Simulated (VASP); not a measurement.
# GaAs (F-43m) in VASP: relaxation of cell and atoms with LDA

Aim: the relaxation of cell and atoms of GaAs with LDA.

All numbers are computed with VASP 6.6.1; they aren't measurements. Logs are shortened: lines on timing, memory, paths and dates and some standing lists are left out, and cuts for length are marked.

## (1) The cell of the first run

It takes space group F-43m (No. 216, cubic). Conventional cell: a = 5.603 Å, b = 5.603 Å, c = 5.603 Å, α = 90.00°, β = 90.00°, γ = 90.00°. Within 3.2 Å of Ga (site symmetry -43m) lie 4 As at 2.43 Å. As (site symmetry -43m) has 4 Ga at 2.43 Å within 3.2 Å.

## (2) Relaxation of cell and atoms, LDA

INCAR

```
  PREC = Accurate
  ENCUT = 600
  EDIFF = 1E-6
  ISMEAR = 0
  SIGMA = 0.01
  LREAL = F
  LASPH = T
  NELM = 60
  ALGO = Normal
  ISIF = 3
  LWAVE = F
  LCHARG = F
  IBRION = 2
  NSW = 80
  EDIFFG = -0.001
```

KPOINTS

```
regular mesh
0
Gamma
  12 12 12
```

POSCAR

```
GaAs
1.0
    0.0000000000      2.8015378569      2.8015378569
    2.8015378569      0.0000000000      2.8015378569
    2.8015378569      2.8015378569      0.0000000000
Ga As
1 1
Direct
    0.0000000000      0.0000000000      0.0000000000
    0.7500000000      0.7500000000      0.7500000000
```

Potentials or basis: VASP PAW LDA potentials, release 64 (Ga_d, As).

Run with:

```
$ cat potpaw_LDA.64/Ga_d/POTCAR potpaw_LDA.64/As/POTCAR > POTCAR
$ mpirun -np 1 vasp_std > vasp.out
```

OUTCAR:

```text
PREC = Accurate
   ENCUT = 600
   EDIFF = 1E-6
   ISMEAR = 0
   LREAL = F
   LASPH = T
   NELM = 60
   ISIF = 3
   IBRION = 2
   NSW = 80
   EDIFFG = -0.001

 ion  position               nearest neighbor table
   1  0.000  0.000  0.000-   2 2.43   2 2.43   2 2.43   2 2.43
   2  0.750  0.750  0.750-   1 2.43   1 2.43   1 2.43   1 2.43

  LATTYP: Found a face centered cubic cell.
 ALAT       =     5.6030757138

  Lattice vectors:

 A1 = (   0.0000000000,   2.8015378569,   2.8015378569)
 A2 = (   2.8015378569,   0.0000000000,   2.8015378569)
 A3 = (   2.8015378569,   2.8015378569,   0.0000000000)

Analysis of symmetry for initial positions (statically):
=====================================================================
 Subroutine PRICEL returns:
 Original cell was already a primitive cell.

 Routine SETGRP: Setting up the symmetry group for a
 face centered cubic supercell.

 Subroutine GETGRP returns: Found 24 space group operations
 (whereof 24 operations were pure point group operations)
 out of a pool of 48 trial point group operations.

The static configuration has the point symmetry T_d .

Analysis of symmetry for dynamics (positions and initial velocities):
=====================================================================
 Subroutine PRICEL returns:
 Original cell was already a primitive cell.

 Routine SETGRP: Setting up the symmetry group for a
 face centered cubic supercell.

 Subroutine GETGRP returns: Found 24 space group operations
 (whereof 24 operations were pure point group operations)
 out of a pool of 48 trial point group operations.

The dynamic configuration has the point symmetry T_d .

 Subroutine INISYM returns: Found 24 space group operations
 (whereof 24 operations are pure point group operations),
 and found     1 'primitive' translations

----------------------------------------------------------------------------------------

                                     Primitive cell

  volume of cell :      43.9764

  direct lattice vectors                    reciprocal lattice vectors
     0.000000000  2.801537857  2.801537857    -0.178473405  0.178473405  0.178473405
     2.801537857  0.000000000  2.801537857     0.178473405 -0.178473405  0.178473405
     2.801537857  2.801537857  0.000000000     0.178473405  0.178473405 -0.178473405

  length of vectors
     3.961972833  3.961972833  3.961972833     0.309125005  0.309125005  0.309125005

  position of ions in fractional coordinates (direct lattice)
     0.000000000  0.000000000  0.000000000
     0.750000000  0.750000000  0.750000000

  ion indices of the primitive-cell ions
   primitive index   ion index
                 1           1
                 2           2

----------------------------------------------------------------------------------------

 KPOINTS: regular mesh

Automatic generation of k-mesh.
 Grid dimensions read from file:
 generate k-points for:   12   12   12

 Generating k-lattice:

  Cartesian coordinates                     Fractional coordinates (reciprocal lattice)
    -0.014872784  0.014872784  0.014872784     0.083333333  0.000000000  0.000000000
     0.014872784 -0.014872784  0.014872784     0.000000000  0.083333333  0.000000000
     0.014872784  0.014872784 -0.014872784     0.000000000  0.000000000  0.083333333

  Length of vectors
     0.025760417  0.025760417  0.025760417

  Shift w.r.t. Gamma in fractional coordinates (k-lattice)
     0.000000000  0.000000000  0.000000000

 Subroutine IBZKPT returns following result:
 ===========================================

 Found     72 irreducible k-points:

 Following reciprocal coordinates:
            Coordinates               Weight
  0.000000  0.000000  0.000000      1.000000
  0.083333  0.000000  0.000000      8.000000
  0.166667  0.000000  0.000000      8.000000
  0.250000  0.000000  0.000000      8.000000
  0.333333  0.000000  0.000000      8.000000
  0.416667  0.000000  0.000000      8.000000
[... 16 lines left out ...]
  0.500000  0.166667  0.000000     24.000000
 -0.416667  0.166667  0.000000     24.000000
 [... further k-points ...]
   k-points           NKPTS =     72   k-points in BZ     NKDIM =     72   number of bands    NBANDS=     13
   number of dos      NEDOS =    301   number of ions     NIONS =      2
   total plane-waves  NPLWV =  32768
   dimension x,y,z NGX =    32 NGY =   32 NGZ =   32
   dimension x,y,z NGXF=    64 NGYF=   64 NGZF=   64
   ions per type =               1   1
   NGX,Y,Z   is equivalent  to a cutoff of  13.43, 13.43, 13.43 a.u.
   NGXF,Y,Z  is equivalent  to a cutoff of  26.85, 26.85, 26.85 a.u.
 SYSTEM =  unknown system
   PREC   = accura    normal or accurate (medium, high low for compatibility)
   ISTART =      0    job   : 0-new  1-cont  2-samecut
   ICHARG =      2    charge: 1-file 2-atom 10-const
   ISPIN  =      1    spin polarized calculation?
   LNONCOLLINEAR =      F non collinear calculations
   LSORBIT =      F    spin-orbit coupling
   LASPH  =      T    aspherical Exc in radial PAW
   ENCUT  =  600.0 eV  44.10 Ry    6.64 a.u.   7.91  7.91  7.91*2*pi/ulx,y,z
   NELM   =     60;   NELMIN=  2; NELMDL= -5     # of ELM steps
   EDIFF  = 0.1E-05   stopping-criterion for ELM
   LREAL  =      F    real-space projection
   EDIFFG = -.1E-02   stopping-criterion for IOM
   NSW    =     80    number of steps for IOM
   IBRION =      2    ionic relax: 0-MD 1-quasi-New 2-CG
   NFREE  =      1    steps in history (QN), initial steepest desc. (CG)
   ISIF   =      3    stress and relaxation
   ISYM   =      2    0-nonsym 1-usesym 2-fastsym
   POTIM  = 0.5000    time-step for ionic-motion
   TEBEG  =    0.0;   TEEND  =   0.0 temperature during run
   PSTRESS=    0.0 pullay stress
   NELECT =      18.0000    total number of electrons
   NUPDOWN=      -1.0000    fix difference up-down
   EMIN   =  10.00;   EMAX   =-10.00  energy-range for DOS
   EFERMI =   0.00;   METHOD = LEGACY
   ISMEAR =     0;   SIGMA  =   0.01  broadening in eV -4-tet -1-fermi 0-gaus
   EFERMI_NEDOS =   21; number of points for ismear=-14 and -15
   IALGO  =     38    algorithm
   IMIX   =      4    mixing-type and parameters
     AMIX     =   0.40;   BMIX     =  1.00
     AMIX_MAG =   1.60;   BMIX_MAG =  1.00
  volume/ion in A,a.u.               =      21.99       148.38
  Fermi-wavevector in a.u.,A,eV,Ry     =   1.215512  2.296984 20.102185  1.477469
  Thomas-Fermi vector in A             =   2.350896
   LORBIT       =      0    0 simple, 1 ext, 2 COOP (PROOUT), +10 PAW based schemes
   GGA     = CA    functional components
   LHFCALC =     F    Hartree Fock is set to
   AEXX    =    0.0000 exact exchange contribution
   IVDW    =     0    specifies the selected vdW correction
   LEPSILON=     F    determine dielectric tensor
   LRPA    =     F    only Hartree local field effects (RPA)
 conjugate gradient relaxation of ions
 non-spin polarized calculation
 Gauss-broadening in eV      SIGMA  =   0.01
  energy-cutoff  :      600.00
  volume of cell :       43.98
 maximum number of plane-waves:      1484
   NGX = 15   NGY = 15   NGZ = 15

--------------------------------------- Ionic step        1  -------------------------------------------

 number of electron      18.0000004 magnetization

 Free energy of the ion-electron system (eV)
  ---------------------------------------------------
  ext. energy  EPLUGINS =         0.00000000
  ---------------------------------------------------
  free energy    TOTEN  =        -9.64188759 eV

  energy without entropy =       -9.64188759  energy(sigma->0) =       -9.64188759

------------------------ aborting loop because EDIFF is reached ----------------------------------------

  FORCE on cell =-STRESS in cart. coord.  units (eV):
  Direction    XX          YY          ZZ          XY          YZ          ZX
  --------------------------------------------------------------------------------------
  -------------------------------------------------------------------------------------
  Total        0.0835712      0.0835712      0.0835712      0.0000000      0.0000000      0.0000000
  in kB        3.0447232      3.0447232      3.0447232      0.0000000      0.0000000      0.0000000
  external PRESSURE =       3.0447232 kB  Pullay stress =       0.0000000 kB
[... 129 lines left out ...]
  energy  without entropy=       -9.6420660089  energy(sigma->0) =       -9.64206601

--------------------------------------- Ionic step        5  -------------------------------------------

 number of electron      18.0000006 magnetization

 E-fermi :   4.1115     XC(G=0): -10.0170

 val. band max:        4.0280026682   @ k =   0.0000   0.0000   0.0000
 cond. band min:       4.5389792655   @ k =   0.0000   0.0000   0.0000
 fundamental gap:      0.5109765973
 Fermi energy:         4.1115021641

 k-point     1 :       0.0000    0.0000    0.0000
  band No.  band energies     occupation
      1     -10.9439      2.00000
      2     -10.9439      2.00000
      3     -10.9439      2.00000
      4     -10.8599      2.00000
      5     -10.8599      2.00000
      6      -8.9080      2.00000
      7       4.0280      2.00000
      8       4.0280      2.00000
      9       4.0280      2.00000
     10       4.5390      0.00000
     11       7.7082      0.00000
     12       7.7082      0.00000
     13       7.7082      0.00000
[... 353 lines left out ...]
 k-point    24 :      -0.4167    0.1667    0.0000
  band No.  band energies     occupation
      1     -11.0330      2.00000
      2     -10.9193      2.00000
      3     -10.9155      2.00000
      4     -10.8609      2.00000
      5     -10.8571      2.00000
      6      -6.8748      2.00000
      7      -2.6261      2.00000
      8       1.0953      2.00000
      9       2.4977      2.00000
     10       6.3314      0.00000
     11       8.5204      0.00000
     12       9.5521      0.00000
     13      11.9777      0.00000

 [... further k-points ...]

------------------------ aborting loop because EDIFF is reached ----------------------------------------

  FORCE on cell =-STRESS in cart. coord.  units (eV):
  Direction    XX          YY          ZZ          XY          YZ          ZX
  --------------------------------------------------------------------------------------
  -------------------------------------------------------------------------------------
  Total        0.0245668      0.0245668      0.0245668      0.0000000      0.0000000     -0.0000000
  in kB        0.8920224      0.8920224      0.8920224      0.0000000      0.0000000     -0.0000000
  external PRESSURE =       0.8920224 kB  Pullay stress =       0.0000000 kB
[... 57 lines left out ...]
  energy  without entropy=       -9.6420655894  energy(sigma->0) =       -9.64206559

--------------------------------------- Ionic step        7  -------------------------------------------

 number of electron      18.0000006 magnetization

 Free energy of the ion-electron system (eV)
  ---------------------------------------------------
  ext. energy  EPLUGINS =         0.00000000
  ---------------------------------------------------
  free energy    TOTEN  =        -9.64206539 eV

  energy without entropy =       -9.64206539  energy(sigma->0) =       -9.64206539

 E-fermi :   4.1049     XC(G=0): -10.0147

 val. band max:        4.0231070946   @ k =   0.0000   0.0000   0.0000
 cond. band min:       4.5301564804   @ k =   0.0000   0.0000   0.0000
 fundamental gap:      0.5070493858
 Fermi energy:         4.1048764880

 k-point     1 :       0.0000    0.0000    0.0000
  band No.  band energies     occupation
      1     -10.9471      2.00000
      2     -10.9471      2.00000
      3     -10.9471      2.00000
      4     -10.8632      2.00000
      5     -10.8632      2.00000
      6      -8.9091      2.00000
      7       4.0231      2.00000
      8       4.0231      2.00000
      9       4.0231      2.00000
     10       4.5302      0.00000
     11       7.7031      0.00000
     12       7.7031      0.00000
     13       7.7031      0.00000
[... 353 lines left out ...]
 k-point    24 :      -0.4167    0.1667    0.0000
  band No.  band energies     occupation
      1     -11.0359      2.00000
      2     -10.9225      2.00000
      3     -10.9187      2.00000
      4     -10.8642      2.00000
      5     -10.8603      2.00000
      6      -6.8777      2.00000
      7      -2.6285      2.00000
      8       1.0920      2.00000
      9       2.4938      2.00000
     10       6.3252      0.00000
     11       8.5149      0.00000
     12       9.5464      0.00000
     13      11.9702      0.00000

 [... further k-points ...]

------------------------ aborting loop because EDIFF is reached ----------------------------------------

  FORCE on cell =-STRESS in cart. coord.  units (eV):
  Direction    XX          YY          ZZ          XY          YZ          ZX
  --------------------------------------------------------------------------------------
  -------------------------------------------------------------------------------------
  Total        0.0005825      0.0005825      0.0005825      0.0000000      0.0000000     -0.0000000
  in kB        0.0211399      0.0211399      0.0211399      0.0000000      0.0000000     -0.0000000
  external PRESSURE =       0.0211399 kB  Pullay stress =       0.0000000 kB
[... 17 lines left out ...]
  FREE ENERGIE OF THE ION-ELECTRON SYSTEM (eV)
  ---------------------------------------------------
  free  energy   TOTEN  =        -9.6420653947 eV

  energy  without entropy=       -9.6420653947  energy(sigma->0) =       -9.64206539

 reached required accuracy - stopping structural energy minimisation
```

It took 2.4 min on 1 thread of Intel Xeon 8259CL, shared host; peak memory 0.2 GiB.

Results:

```
Free energy                           : -9.6421 eV
Relaxed volume                        : 22.07 Å³/atom
Relaxed cell                          : a = 3.967 Å, b = 3.967 Å, c = 3.967 Å, α = 60.00°, β = 60.00°, γ = 60.00°
Space group after relaxing (to 0.1 Å) : F-43m (No. 216)
Energy gained by relaxing             : 0.1 meV/atom
Ionic steps                           : 7
Pressure after relaxing               : 0.0 GPa
Band gap on the k mesh                : 0.51 eV
```

The path:
| step | energy change (eV) | largest force (eV/Å) | pressure (GPa) | volume (Å³) |
| --- | --- | --- | --- | --- |
| 1 | 0.0000 | 0.0000 | 0.30 | 43.98 |
| 2 | -0.0001 | 0.0000 | -0.20 | 44.24 |
| 3 | -0.0002 | 0.0000 | 0.01 | 44.16 |
| 4 | -0.0002 | 0.0000 | -0.05 | 44.16 |
| 5 | -0.0002 | 0.0000 | 0.09 | 44.12 |
| 6 | -0.0002 | 0.0000 | -0.01 | 44.15 |
| 7 | -0.0002 | 0.0000 | 0.00 | 44.15 |

Final structure:
```xyz
2
Lattice="0.0000 2.8052 2.8052 2.8052 0.0000 2.8052 2.8052 2.8052 0.0000" Properties=species:S:1:pos:R:3 pbc="T T T"
Ga    0.0000    0.0000    0.0000
As    4.2078    4.2078    4.2078
```

A k mesh can miss the band edges.
